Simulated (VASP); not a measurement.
The system is CsMoPb4.

```
Cs Mo Pb
1.0
     6.50452    0.00000    0.00000
    -3.25226    5.63308    0.00000
     0.00000    0.00000    6.36652
Cs Mo Pb
1 1 4
Direct
  0.00000 0.00000 0.00000
  0.00000 0.00000 0.50000
  0.33333 0.66667 0.50000
  0.66667 0.33333 0.50000
  0.33333 0.66667 0.00000
  0.66667 0.33333 0.00000
```

The cell was generated, and may not be a known phase.

- Program: VASP 6.6.1
- Task: relaxation of cell and atoms
- Functional: PBE
- Potentials or basis: VASP PAW PBE potentials, release 64 (Cs_sv, Mo_sv, Pb_d)
- Cutoff: 600 eV
- k mesh: 3 × 3 × 4
- Occupations: gaussian, width 0.1 eV
- Spin: no spin polarisation

At the start: pressure -3.7 GPa; volume 38.88 Å³/atom.

**Question.** Where does the relaxation end?

**Answer.** Over 8 steps the energy falls by 174.2 meV/atom and the volume is 32.08 Å³/atom (-17.5 %); space group P6/mmm (No. 191, to 0.1 Å) before and after.

The path:
```tsv
step	energy change (eV)	largest force (eV/Å)	pressure (GPa)	volume (Å³)
1	0.0000	0.0000	-3.66	233.27
2	-0.8041	0.0000	-1.80	204.28
3	-1.0032	0.0000	0.56	188.07
4	-1.0039	0.0000	0.79	186.84
5	-1.0413	0.0000	0.45	189.49
6	-1.0418	0.0000	0.41	189.95
7	-1.0419	0.0000	0.41	189.85
8	-1.0449	0.0000	-0.06	192.49
```

Final structure:
```
Cs Mo Pb
1.0
     5.83642    0.00000    0.00000
    -2.91821    5.05449    0.00000
     0.00000    0.00000    6.52495
Cs Mo Pb
1 1 4
Direct
  0.00000 0.00000 0.00000
  0.00000 0.00000 0.50000
  0.33333 0.66667 0.50000
  0.66667 0.33333 0.50000
  0.33333 0.66667 0.00000
  0.66667 0.33333 0.00000
```

Caveat: the k points lie up to 0.41 Å⁻¹ apart in the final cell, too coarse for converged energies and pressures of a metal; the volume moved by over 15 % at a fixed basis, so the end points are rough.
